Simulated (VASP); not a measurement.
Set up this calculation in VASP 6.6.1, as the native input.

```
Task                   : single point
Functional             : PBE
Potentials or basis    : VASP PAW PBE potentials, release 64 (Ga_d, P)
Cutoff                 : 520 eV
k mesh                 : 8 × 8 × 8
Occupations            : gaussian, width 0.01 eV
Spin                   : no spin polarisation
Dipole correction      : no
Further INCAR settings : ALGO = Normal; EDIFF = 1e-07; NBANDS = 16
```

The structure of GaP lies in POSCAR:

```
GaP
1.0
    0.0000000000      2.7254102062      2.7254102062
    2.7254102062      0.0000000000      2.7254102062
    2.7254102062      2.7254102062      0.0000000000
Ga P
1 1
Direct
    0.0000000000      0.0000000000      0.0000000000
    0.2500000000      0.2500000000      0.2500000000
```

The input as run:

INCAR

```
SYSTEM = GaP
  PREC = Accurate
  ENCUT = 520
  EDIFF = 1E-7
  ISMEAR = 0
  SIGMA = 0.01
  LREAL = .FALSE.
  LASPH = .TRUE.
  NELM = 100
  ALGO = Normal
  ISIF = 2
  LWAVE = .FALSE.
  LCHARG = .FALSE.
  GGA = PE
  NBANDS = 16
```

KPOINTS

```
regular mesh
0
G
  8 8 8
  0 0 0
```

Potentials or basis: VASP PAW PBE potentials, release 64 (Ga_d, P).

Run with:

```sh
$ cat potpaw_PBE.64/Ga_d/POTCAR potpaw_PBE.64/P/POTCAR > POTCAR
$ mpirun -np 1 vasp_std > vasp.out
```

It gave:

| Item | Value |
| --- | --- |
| Pressure | 2.5 GPa |
| Band gap on the k mesh | 1.64 eV, indirect (least direct gap 1.82 eV) |

Wall time 25 s on 1 thread of Intel(R) Xeon(R) 6975P-C (Granite Rapids), with other jobs on the host, peak memory 0.17 GiB.
